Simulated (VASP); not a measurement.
TeW, 2 atoms in the cell. It takes space group F-43m (No. 216, cubic). The conventional cell has a = 5.825 Å, b = 5.825 Å, c = 5.825 Å, α = 90.00°, β = 90.00°, γ = 90.00°. W (site symmetry -43m) has 4 Te at 2.52 Å within 3.3 Å. Within 3.3 Å of Te (site symmetry -43m) lie 4 W at 2.52 Å. 

- Program: VASP 6.6.1
- Task: single point
- Functional: PBE
- Potentials or basis: VASP PAW PBE potentials, release 64 (W_sv, Te)
- Cutoff: 520 eV
- k mesh: 6 × 6 × 6
- Occupations: gaussian, width 0.1 eV
- Spin: collinear spin
- Starting moments: [1.0, 0.0] μB
- Dipole correction: no
- Further INCAR settings: ALGO = Normal; EDIFF = 1e-06; NBANDS = 21

Potentials or basis: VASP PAW PBE potentials, release 64 (W_sv, Te).

Launch:

```bash
$ cat potpaw_PBE.64/W_sv/POTCAR potpaw_PBE.64/Te/POTCAR > POTCAR
$ mpirun -np 1 vasp_std > vasp.out
```

Hardware: 1 thread of AMD EPYC 9R45 96-Core Processor (Zen 5), on a shared host.

Q: Estimate the wall time of this run.

A: Run time: 21 s on 1 thread of AMD EPYC 9R45 96-Core Processor (Zen 5), on a shared host, peak memory 0.18 GiB. Counts: scf iterations 16, k points 16.
